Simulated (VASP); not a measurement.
# ZnS: single point with r2SCAN

ZnS:

```
Zn S
1.0
     3.98545    0.00000    0.00000
    -1.99272    3.45150    0.00000
     0.00000    0.00000    5.93828
Zn S
2 2
Direct
  0.33333 0.66667 0.25000
  0.66667 0.33333 0.75000
  0.66667 0.33333 0.25000
  0.33333 0.66667 0.75000
```

```json
{
 "Program": "VASP 6.6.1",
 "Task": "single point",
 "Functional": "r2SCAN",
 "Potentials or basis": "VASP PAW PBE potentials, release 64 (Zn, S)",
 "Cutoff": "520 eV",
 "k mesh": "6 × 6 × 4",
 "Occupations": "gaussian, width 0.01 eV",
 "Spin": "no spin polarisation",
 "Dipole correction": "no",
 "Further INCAR settings": "ALGO = Normal; EDIFF = 1e-06; NBANDS = 26"
}
```

```
Pressure               : -2.1 GPa
Band gap on the k mesh : 1.85 eV
```

Stress tensor (GPa, compression positive):
```
-2.62  0.00  0.00
 0.00 -2.62  0.00
 0.00  0.00 -1.07
```

Levels at points of the mesh, in eV from the valence-band top:
| k point | band 14 | band 15 | band 16 | band 17 | band 18 | band 19 | band 20 | band 21 | band 22 | band 23 |
| --- | --- | --- | --- | --- | --- | --- | --- | --- | --- | --- |
| (0.00, 0.00, 0.00) | -1.21 | -1.21 | -0.47 | -0.47 | 0.00 | 1.85 | 2.38 | 6.16 | 6.16 | 7.41 |
| (0.50, 0.00, 0.00) | -4.39 | -2.72 | -2.50 | -1.65 | -1.12 | 2.94 | 4.48 | 5.87 | 8.41 | 8.69 |
| (0.00, 0.00, 0.50) | -2.27 | -0.84 | -0.84 | -0.84 | -0.84 | 3.06 | 3.06 | 6.47 | 6.47 | 6.47 |
| (0.50, 0.00, 0.50) | -5.00 | -2.22 | -2.22 | -0.76 | -0.76 | 3.97 | 3.97 | 4.97 | 4.97 | 9.46 |

Run time: 4.2 min on 1 thread of Intel Xeon 8259CL (shared host), peak memory 0.22 GiB.

Caveat: the PAW data sets were made with another functional, which shifts forces and pressure a little. A k mesh can miss the band edges.
